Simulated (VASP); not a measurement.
Write the native input for VASP 6.6.1 that does the following.

```yaml
Task: single point
Functional: PBE
Potentials_or_basis: VASP PAW PBE potentials, release 64 (Ru_pv, F)
Cutoff: 520 eV
k_mesh: 8 × 6 × 4
Occupations: gaussian, width 0.2 eV
Spin: no spin polarisation
Dipole_correction: no
Further_INCAR_settings: ALGO = Normal; EDIFF = 1e-07; NBANDS = 44
```

The structure of Ru2F lies in POSCAR:

```
Ru2F
1.0
    0.0000000000      0.0000000000      2.8159000028
    3.9224662995      0.0000000000      0.0000000000
    0.0000000000      6.7939109217      0.0000000000
Ru F
4 2
Direct
    0.1897598077      1.0000000000      0.3333333333
    0.1897598077      0.5000000000      0.8333333333
    0.8102401923      0.5000000000      0.1666666667
    0.8102401923      1.0000000000      0.6666666667
    0.5000000000      0.5000000000      0.5000000000
    0.5000000000      1.0000000000      0.0000000000
```

These files were run (other wordings do the same):

INCAR

```
SYSTEM = Ru2F
PREC = Accurate
ENCUT = 520
EDIFF = 1E-7
ISMEAR = 0
SIGMA = 0.2
LREAL = .False.
LASPH = .True.
NELM = 80
ALGO = Normal
ISIF = 2
LWAVE = .False.
LCHARG = .False.
GGA = PE
NBANDS = 44
```

KPOINTS

```
regular mesh
0
Gamma
  8 6 4
  0 0 0
```

Potentials or basis: VASP PAW PBE potentials, release 64 (Ru_pv, F).

Launch:

```sh
$ cat potpaw_PBE.64/Ru_pv/POTCAR potpaw_PBE.64/F/POTCAR > POTCAR
$ mpirun -np 1 vasp_std > vasp.out
```

It gave:

```
Pressure               : -0.1 GPa
Largest force          : 0.007 eV/Å
Band gap on the k mesh : zero (bands 35 and 36 overlap by 1.94 eV)
```

It took 4.3 min on 1 thread of Intel(R) Xeon(R) Platinum 8375C CPU @ 2.90GHz (Ice Lake), on a shared host, peak memory 0.3 GiB.
